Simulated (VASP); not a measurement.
# CdF2 (Fm-3m) in VASP: a series of runs

Runs on CdF2. Level: PBEsol. Tasks: single point.

Program: VASP 6.6.1. These are calculated values, not measurements. Logs are shortened: lines on timing, memory, paths and dates and some standing lists are left out, and cuts for length are marked.

### 1 The cell of the first run

The structure is cubic, space group Fm-3m (No. 225). The conventional cell has a = 5.388 Å, b = 5.388 Å, c = 5.388 Å, α = 90.00°, β = 90.00°, γ = 90.00°. Cd (site symmetry m-3m) has 8 F at 2.33 Å within 3.1 Å. Within 3.1 Å of F (site symmetry -43m) lie 4 Cd at 2.33 Å and 6 F at 2.69 Å.

### 2 Single point, PBEsol

INCAR

```
SYSTEM = CdF2
PREC     = Accurate       ! precision mode
ENCUT    = 520            ! plane-wave cutoff, eV
EDIFF    = 1E-6           ! SCF threshold, eV
ISMEAR   = -1             ! smearing method
SIGMA    = 0.05           ! smearing width, eV
LREAL    = .FALSE.        ! projectors in reciprocal space
LASPH    = .TRUE.         ! aspherical terms in the spheres
NELM     = 100            ! most SCF steps
ALGO     = Normal         ! electronic algorithm
ISIF     = 2              ! what is computed and relaxed
LWAVE    = .FALSE.        ! write WAVECAR
LCHARG   = .FALSE.        ! write CHGCAR
GGA      = PS             ! functional
NBANDS   = 20             ! bands
```

KPOINTS

```
Automatic mesh
0
G
  7 7 7
  0 0 0
```

POSCAR

```
CdF2
1.0
    0.0000000000      2.6940000000      2.6940000000
    2.6940000000      0.0000000000      2.6940000000
    2.6940000000      2.6940000000      0.0000000000
Cd F
1 2
Direct
    0.0000000000      0.0000000000      0.0000000000
    0.7500000000      0.7500000000      0.7500000000
    0.2500000000      0.2500000000      0.2500000000
```

Potentials or basis: VASP PAW PBE potentials, release 64 (Cd, F).

Launch:

```console
$ cat potpaw_PBE.64/Cd/POTCAR potpaw_PBE.64/F/POTCAR > POTCAR
$ mpirun -np 1 vasp_std > vasp.out
```

OUTCAR:

```text
SYSTEM = CdF2
   PREC = Accurate
   ENCUT = 520
   EDIFF = 1E-6
   ISMEAR = -1
   LREAL = .FALSE.
   LASPH = .TRUE.
   NELM = 100
   ISIF = 2
   GGA = PS

 ion  position               nearest neighbor table
   1  0.000  0.000  0.000-   2 2.33   2 2.33   2 2.33   2 2.33   3 2.33   3 2.33   3 2.33   3 2.33

   2  0.750  0.750  0.750-   1 2.33   1 2.33   1 2.33   1 2.33
   3  0.250  0.250  0.250-   1 2.33   1 2.33   1 2.33   1 2.33

  LATTYP: Found a face centered cubic cell.
 ALAT       =     5.3880000000

  Lattice vectors:

 A1 = (   0.0000000000,   2.6940000000,   2.6940000000)
 A2 = (   2.6940000000,   0.0000000000,   2.6940000000)
 A3 = (   2.6940000000,   2.6940000000,   0.0000000000)

Analysis of symmetry for initial positions (statically):
=====================================================================
 Subroutine PRICEL returns:
 Original cell was already a primitive cell.

 Routine SETGRP: Setting up the symmetry group for a
 face centered cubic supercell.

 Subroutine GETGRP returns: Found 48 space group operations
[... 9 lines left out ...]

 Routine SETGRP: Setting up the symmetry group for a
 face centered cubic supercell.

 Subroutine GETGRP returns: Found 48 space group operations
[... 11 lines left out ...]
                                     Primitive cell

  volume of cell :      39.1041

  direct lattice vectors                    reciprocal lattice vectors
     0.000000000  2.694000000  2.694000000    -0.185597624  0.185597624  0.185597624
     2.694000000  0.000000000  2.694000000     0.185597624 -0.185597624  0.185597624
     2.694000000  2.694000000  0.000000000     0.185597624  0.185597624 -0.185597624

  length of vectors
     3.809891337  3.809891337  3.809891337     0.321464515  0.321464515  0.321464515

  position of ions in fractional coordinates (direct lattice)
     0.000000000  0.000000000  0.000000000
     0.750000000  0.750000000  0.750000000
     0.250000000  0.250000000  0.250000000

  ion indices of the primitive-cell ions
   primitive index   ion index
                 1           1
                 2           2
                 3           3

----------------------------------------------------------------------------------------

 KPOINTS: Automatic mesh

Automatic generation of k-mesh.
 Grid dimensions read from file:
 generate k-points for:    7    7    7
[... 46 lines left out ...]
   ions per type =               1   2
   NGX,Y,Z   is equivalent  to a cutoff of  12.22, 12.22, 12.22 a.u.
   NGXF,Y,Z  is equivalent  to a cutoff of  24.44, 24.44, 24.44 a.u.
 SYSTEM =  CdF2
   PREC   = accura    normal or accurate (medium, high low for compatibility)
   ISTART =      0    job   : 0-new  1-cont  2-samecut
   ICHARG =      2    charge: 1-file 2-atom 10-const
   ISPIN  =      1    spin polarized calculation?
   LNONCOLLINEAR =      F non collinear calculations
   LSORBIT =      F    spin-orbit coupling
   LASPH  =      T    aspherical Exc in radial PAW
   ENCUT  =  520.0 eV  38.22 Ry    6.18 a.u.   7.08  7.08  7.08*2*pi/ulx,y,z
   NELM   =    100;   NELMIN=  2; NELMDL= -5     # of ELM steps
   EDIFF  = 0.1E-05   stopping-criterion for ELM
   LREAL  =      F    real-space projection
   EDIFFG = 0.1E-04   stopping-criterion for IOM
   NSW    =      0    number of steps for IOM
   IBRION =     -1    ionic relax: 0-MD 1-quasi-New 2-CG
   NFREE  =      0    steps in history (QN), initial steepest desc. (CG)
   ISIF   =      2    stress and relaxation
   ISYM   =      2    0-nonsym 1-usesym 2-fastsym
   POTIM  = 0.5000    time-step for ionic-motion
   TEBEG  =    0.0;   TEEND  =   0.0 temperature during run
   PSTRESS=    0.0 pullay stress
   NELECT =      26.0000    total number of electrons
   NUPDOWN=      -1.0000    fix difference up-down
   EMIN   =  10.00;   EMAX   =-10.00  energy-range for DOS
   EFERMI =   0.00;   METHOD = LEGACY
   ISMEAR =    -1;   SIGMA  =   0.05  broadening in eV -4-tet -1-fermi 0-gaus
   EFERMI_NEDOS =   21; number of points for ismear=-14 and -15
   IALGO  =     38    algorithm
   IMIX   =      4    mixing-type and parameters
     AMIX     =   0.40;   BMIX     =  1.00
     AMIX_MAG =   1.60;   BMIX_MAG =  1.00
  volume/ion in A,a.u.               =      13.03        87.96
  Fermi-wavevector in a.u.,A,eV,Ry     =   1.428867  2.700166 27.778468  2.041660
  Thomas-Fermi vector in A             =   2.548882
   LORBIT       =      0    0 simple, 1 ext, 2 COOP (PROOUT), +10 PAW based schemes
   GGA     = PS    functional components
[... 5 lines left out ...]
 non-spin polarized calculation
  energy-cutoff  :      520.00
  volume of cell :       39.10
 maximum number of plane-waves:      1067
   NGX = 15   NGY = 15   NGZ = 15

 number of electron      25.9999990 magnetization

 Free energy of the ion-electron system (eV)
  ---------------------------------------------------
  ext. energy  EPLUGINS =         0.00000000
  ---------------------------------------------------
  free energy    TOTEN  =       -11.59305264 eV

  energy without entropy =      -11.59305264  energy(sigma->0) =      -11.59305264

 E-fermi :  -0.3280     XC(G=0): -10.7080

 val. band max:       -1.5026612535   @ k =  -0.2857   0.4286   0.1429
 cond. band min:       1.4596899190   @ k =   0.0000   0.0000   0.0000
 fundamental gap:      2.9623511724
 Fermi energy:        -0.3279916481

 k-point     1 :       0.0000    0.0000    0.0000
  band No.  band energies     occupation
      1     -22.1605      2.00000
      2     -21.0249      2.00000
      3      -7.0716      2.00000
      4      -7.0716      2.00000
      5      -7.0716      2.00000
      6      -5.8198      2.00000
[... 449 lines left out ...]
     19      17.7499      0.00000
     20      19.7157      0.00000

------------------------ aborting loop because EDIFF is reached ----------------------------------------

  FORCE on cell =-STRESS in cart. coord.  units (eV):
  Direction    XX          YY          ZZ          XY          YZ          ZX
  --------------------------------------------------------------------------------------
  -------------------------------------------------------------------------------------
  Total        0.1295474      0.1295474      0.1295474     -0.0000000     -0.0000000      0.0000000
  in kB        5.3078255      5.3078255      5.3078255     -0.0000000     -0.0000000      0.0000000
  external PRESSURE =       5.3078255 kB  Pullay stress =       0.0000000 kB

 VOLUME and BASIS-vectors are now :
 -----------------------------------------------------------------------------
  energy-cutoff  :      520.00
  volume of cell :       39.10
      direct lattice vectors                 reciprocal lattice vectors
     0.000000000  2.694000000  2.694000000    -0.185597624  0.185597624  0.185597624
     2.694000000  0.000000000  2.694000000     0.185597624 -0.185597624  0.185597624
     2.694000000  2.694000000  0.000000000     0.185597624  0.185597624 -0.185597624

 POSITION                                       TOTAL-FORCE (eV/Angst)
 -----------------------------------------------------------------------------------
      0.00000      0.00000      0.00000        -0.000000      0.000000      0.000000
      4.04100      4.04100      4.04100        -0.000000     -0.000000     -0.000000
      1.34700      1.34700      1.34700         0.000000      0.000000      0.000000
 -----------------------------------------------------------------------------------
    total drift:                                0.000000      0.000000      0.000000

  FREE ENERGIE OF THE ION-ELECTRON SYSTEM (eV)
  ---------------------------------------------------
  free  energy   TOTEN  =       -11.5930526408 eV

  energy  without entropy=      -11.5930526408  energy(sigma->0) =      -11.59305264
```

stdout:

```text
POSCAR found type information on POSCAR CdF
 POSCAR found :  2 types and       3 ions
 scaLAPACK will be used
 -----------------------------------------------------------------------------
|                                                                             |
|                                                                             |
|     You enforced a specific xc type in the INCAR file but a different       |
|     I HOPE YOU KNOW WHAT YOU ARE DOING!                                     |
|                                                                             |
 -----------------------------------------------------------------------------

 LDA part: xc-table for (Slater+PW92), standard interpolation
 POSCAR, INCAR and KPOINTS ok, starting setup
 FFT: planning ... GRIDC
 FFT: planning ... GRID_SOFT
 FFT: planning ... GRID
 WAVECAR not read
 entering main loop
```

Wall time 7 s (1 thread of Intel Xeon 6975P-C (Granite Rapids), shared host); peak memory 0.16 GiB.

What came out:

| Property | Result |
| --- | --- |
| Free energy | -11.5931 eV |
| Pressure | 0.5 GPa |
| Band gap on the k mesh | 2.96 eV, indirect (least direct gap 3.39 eV) |

Caveat: the PAW data sets were made with another functional, which shifts forces and pressure a little.

### 3 Single point, PBEsol

This run uses another cell than the first one, of 11.38 Å³/atom, 0.873 times its volume.

INCAR

```
SYSTEM = CdF2
PREC = Accurate ; ENCUT = 520
EDIFF = 1E-6 ; ISMEAR = -1
SIGMA = 0.05 ; LREAL = .FALSE.
LASPH = .TRUE. ; NELM = 100
ALGO = Normal ; ISIF = 2
LWAVE = .FALSE. ; LCHARG = .FALSE.
GGA = PS ; NBANDS = 20
```

KPOINTS

```
regular mesh
0
G
  9 9 9
  0 0 0
```

POSCAR

```
CdF2
1.0
    0.0000000000      2.5747267211      2.5747267211
    2.5747267211      0.0000000000      2.5747267211
    2.5747267211      2.5747267211      0.0000000000
Cd F
1 2
Direct
    0.0000000000      0.0000000000      0.0000000000
    0.7500000000      0.7500000000      0.7500000000
    0.2500000000      0.2500000000      0.2500000000
```

Potentials or basis: VASP PAW PBE potentials, release 64 (Cd, F).

Launch:

```console
$ cat potpaw_PBE.64/Cd/POTCAR potpaw_PBE.64/F/POTCAR > POTCAR
$ mpirun -np 1 vasp_std > vasp.out
```

Run time: 11 s. Hardware: 1 thread of Intel Xeon 6975P-C (Granite Rapids), shared host; peak memory 0.17 GiB.

It converged, with:

```
Free energy            : -11.2768 eV
Pressure               : 21.8 GPa
Band gap on the k mesh : 3.40 eV, indirect (least direct gap 3.65 eV)
```

Levels at points of the mesh, in eV from the valence-band top:
```csv
k point,band 9,band 10,band 11,band 12,band 13,band 14,band 15,band 16,band 17,band 18
"(0.00, 0.00, 0.00)",-1.38,-1.38,-0.25,-0.25,-0.25,3.40,13.10,13.10,13.10,18.60
```

Caveat: the PAW data sets were made with another functional, which shifts forces and pressure a little. A k mesh can miss the band edges.

(Continued in part 2 of 2.)
